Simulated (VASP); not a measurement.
Write the native input for VASP 6.6.1 that does the following.

```
Task                   : single point
Functional             : PBE
Potentials or basis    : VASP PAW PBE potentials, release 64 (Hf_pv, Sn_d, S)
Cutoff                 : 520 eV
k mesh                 : 12 × 12 × 1
Occupations            : gaussian, width 0.02 eV
Spin                   : no spin polarisation
Dipole correction      : no
Further INCAR settings : ALGO = Normal; EDIFF = 1e-06; NBANDS = 58
```

The structure of Hf3SnS8 lies in POSCAR:

```
Hf3SnS8
1.0
    3.6639390562      0.0000000000      0.0000000000
   -1.8319695281      3.1730643006      0.0000000000
    0.0000000000      0.0000000000     27.4723053071
Hf Sn S
3 1 8
Direct
    0.0000000000      0.0000000000      0.2516916870
    0.0000000000      0.0000000000      0.5000000000
    0.0000000000      0.0000000000      0.7483083130
    0.0000000000      0.0000000000      0.0000000000
    0.3333333333      0.6666666667      0.0542802071
    0.3333333333      0.6666666667      0.3041406436
    0.3333333333      0.6666666667      0.5524494808
    0.3333333333      0.6666666667      0.8007598334
    0.6666666667      0.3333333333      0.1992401666
    0.6666666667      0.3333333333      0.4475505192
    0.6666666667      0.3333333333      0.6958593564
    0.6666666667      0.3333333333      0.9457197929
```

These files were run (other wordings do the same):

INCAR

```
PREC = Accurate
ENCUT = 520
EDIFF = 1E-6
ISMEAR = 0
SIGMA = 0.02
LREAL = F
LASPH = T
NELM = 60
ALGO = Normal
ISIF = 2
LWAVE = F
LCHARG = F
GGA = PE
NBANDS = 58
```

KPOINTS

```
regular mesh
0
Gamma
  12 12 1
```

Potentials or basis: VASP PAW PBE potentials, release 64 (Hf_pv, Sn_d, S).

The run is started by

```sh
$ cat potpaw_PBE.64/Hf_pv/POTCAR potpaw_PBE.64/Sn_d/POTCAR potpaw_PBE.64/S/POTCAR > POTCAR
$ mpirun -np 1 vasp_std > vasp.out
```

It gave:

The pressure is -0.4 GPa, the largest force is 0.065 eV/Å and the band gap on the k mesh is 1.22 eV (least direct gap 1.79 eV).

Caveat: spin-orbit coupling is left out, which moves the levels of the heavy elements; this functional lacks dispersion, which binds layers or chains, so the pressure and a relaxed spacing across them are unreliable.

Wall time 14 min on 1 thread of Oxide Virtual Turin-like Processor, on a shared host, peak memory 0.57 GiB.
